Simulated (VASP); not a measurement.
Set up this calculation in VASP 6.6.1, as the native input.

| Item | Value |
| --- | --- |
| Task | single point |
| Functional | PBEsol |
| Potentials or basis | VASP PAW PBE potentials, release 64 (Zn, Ag) |
| Cutoff | 520 eV |
| k mesh | 10 × 10 × 10 |
| Occupations | gaussian, width 0.05 eV |
| Spin | no spin polarisation |
| Dipole correction | no |
| Further INCAR settings | ALGO = Normal; EDIFF = 1e-07; NBANDS = 18 |

The structure of ZnAg lies in POSCAR:

```
ZnAg
1.0
    3.0960515289      0.0000000000      0.0000000000
    0.0000000000      3.0960515289      0.0000000000
    0.0000000000      0.0000000000      3.0960515289
Zn Ag
1 1
Direct
    0.5000000000      0.5000000000      0.5000000000
    0.0000000000      0.0000000000      0.0000000000
```

This cell differs from its parent crystal: volume scaled by 0.980.

These files were run (other wordings do the same):

INCAR

```
SYSTEM = ZnAg
  PREC = Accurate
  ENCUT = 520
  EDIFF = 1E-7
  ISMEAR = 0
  SIGMA = 0.05
  LREAL = .FALSE.
  LASPH = .TRUE.
  NELM = 60
  ALGO = Normal
  ISIF = 2
  LWAVE = .FALSE.
  LCHARG = .FALSE.
  GGA = PS
  NBANDS = 18
```

KPOINTS

```
regular mesh
0
G
  10 10 10
  0 0 0
```

Potentials or basis: VASP PAW PBE potentials, release 64 (Zn, Ag).

The run is started by

```console
$ cat potpaw_PBE.64/Zn/POTCAR potpaw_PBE.64/Ag/POTCAR > POTCAR
$ mpirun -np 1 vasp_std > vasp.out
```

Results of the run:

```yaml
Pressure: 2.7 GPa
```

Caveat: the PAW data sets were made with another functional, which shifts forces and pressure a little.

Wall time 11 s on 1 thread of Intel(R) Xeon(R) Platinum 8375C CPU @ 2.90GHz (Ice Lake) (shared host), peak memory 0.16 GiB.
